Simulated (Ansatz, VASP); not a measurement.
**Two plane-wave programs on W4C5**

```
C W
1.0
     2.92177    0.00000    0.00000
    -1.46089    2.53033    0.00000
     0.00000    0.00000   26.38831
C W
5 4
Direct
  0.66667 0.33333 0.28422
  0.66667 0.33333 0.39211
  0.66667 0.33333 0.50000
  0.66667 0.33333 0.60789
  0.66667 0.33333 0.71578
  0.00000 0.00000 0.33816
  0.00000 0.00000 0.44605
  0.00000 0.00000 0.55395
  0.00000 0.00000 0.66184
```

Alike in both runs: task single point; functional LDA; k mesh 12 × 12 × 1; occupations gaussian, width 0.1 eV; no spin polarisation.

|  | VASP | Ansatz |
| --- | --- | --- |
| version | VASP 6.6.1 | Ansatz 0.2.0 |
| potentials or method | VASP PAW LDA potentials, release 64 (C, W_sv), cutoff 520 eV | scalar-relativistic, plane waves, PAW |
| valence electrons in the cell | 76 | 76 |

Ansatz gave:

* gap on the k mesh at the Fermi level (eV): none
* rms of the force components (eV/Å): 2.027

Problem. Estimate VASP's values.

Solution. gap on the k mesh at the Fermi level (eV): none; rms of the force components (eV/Å): 2.014.

LDA's correlation is that of Perdew and Zunger in VASP and of Perdew and Wang (1992) in Ansatz. A gap of «none» marks a metal or a gap that the smearing closes. Ansatz's warnings: xc potential rough in thin density.

Neither program's run includes spin-orbit coupling.
